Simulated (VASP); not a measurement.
Crystal: NaLi5.

```
Na Li
1.0
     4.68346    0.00000    0.00000
    -2.34173    4.05599    0.00000
     0.00000    0.00000    3.86995
Na Li
1 5
Cartesian
  0.0000 0.0000 0.0000
  0.0000 2.7040 0.0000
  2.3417 1.3520 0.0000
  2.3417 0.0000 1.9350
  1.1709 2.0280 1.9350
  -1.1709 2.0280 1.9350
```

The cell was built from a structure type or drawn by symmetry, and may not be a known phase.

```yaml
Program: VASP 6.6.1
Task: relaxation of cell and atoms
Functional: PBE
Potentials_or_basis: VASP PAW PBE potentials, release 64 (Na_pv, Li_sv)
Cutoff: 600 eV
k_mesh: 6 × 6 × 4
Occupations: gaussian, width 0.1 eV
Spin: no spin polarisation
```

At the start: pressure 26.6 GPa; volume 12.25 Å³/atom.

Q: Where does the relaxation end?

A: Over 4 steps the energy falls by 552.5 meV/atom and the volume is 21.18 Å³/atom (+72.9 %); space group P6/mmm (No. 191, to 0.1 Å) before and after.

The path:
```
step  energy change (eV)  largest force (eV/Å)  pressure (GPa)  volume (Å³)
   1              0.0000                0.0000           26.55        73.51
   2             -2.5142                0.0000            9.70        97.30
   3             -3.3066                0.0000            0.78       123.79
   4             -3.3147                0.0000            0.01       127.08
```

Final structure:
```xyz
6
Lattice="5.5862 0.0000 0.0000 -2.7931 4.8378 0.0000 0.0000 0.0000 4.7025" Properties=species:S:1:pos:R:3 pbc="T T T"
Na    0.0000    0.0000    0.0000
Li    0.0000    3.2252    4.7025
Li    2.7931    1.6126    0.0000
Li    2.7931    0.0000    2.3512
Li    1.3966    2.4189    2.3512
Li    4.1897    2.4189    2.3512
```

Caveat: the k points lie up to 0.33 Å⁻¹ apart in the final cell, too coarse for converged energies and pressures of a metal; the cutoff is under 1.25 times the usual one of these potentials, so pressure, stress and relaxed cells hold a basis-set (Pulay) error; the volume moved by over 15 % at a fixed basis, so the end points are rough.
